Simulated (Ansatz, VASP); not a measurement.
# One calculation of Ti3Te3Mo2, two programs

```
Ti Te Mo
1.0
     7.46460    0.00000    0.00000
    -3.73230    6.46453    0.00000
     0.00000    0.00000    3.47358
Ti Te Mo
3 3 2
Cartesian
  3.2888 0.0000 1.7368
  2.0879 3.6164 1.7368
  -1.6444 2.8482 1.7368
  5.4833 0.0000 0.0000
  0.9906 1.7158 0.0000
  -2.7417 4.7487 0.0000
  0.0000 4.3097 0.0000
  3.7323 2.1548 0.0000
```

Change from the starting cell: species swapped into the Ti3In3Rh2 type (P-62m, No. 189).

Alike in both runs: task relaxation of cell and atoms; functional PBE; k mesh 6 × 6 × 10; occupations gaussian, width 0.1 eV; no spin polarisation.

|  | VASP | Ansatz |
| --- | --- | --- |
| version | VASP 6.6.1 | Ansatz 0.2.0 |
| potentials or method | VASP PAW PBE potentials, release 64 (Ti_sv, Te, Mo_sv), cutoff 500 eV | scalar-relativistic, plane waves, PAW |
| valence electrons in the cell | 82 | 112 |

Ansatz gave:

| Quantity | Value |
| --- | --- |
| gap on the k mesh at the Fermi level, each at its own relaxed structure (eV) | none |
| relaxed volume (Å³/atom) | 20.88 |
| relaxed cell length with the largest relative difference (Å) | 3.457 |

Question: Which values does VASP return?

Answer: gap on the k mesh at the Fermi level, each at its own relaxed structure (eV): none; relaxed volume (Å³/atom): 20.88; relaxed cell length with the largest relative difference (Å): 3.460.

A gap of «none» marks a metal or a gap that the smearing closes. VASP's potentials hold 82 valence electrons a cell and Ansatz's 112, so a difference there can come from the potentials and not from the codes.

Spin-orbit coupling is off throughout.
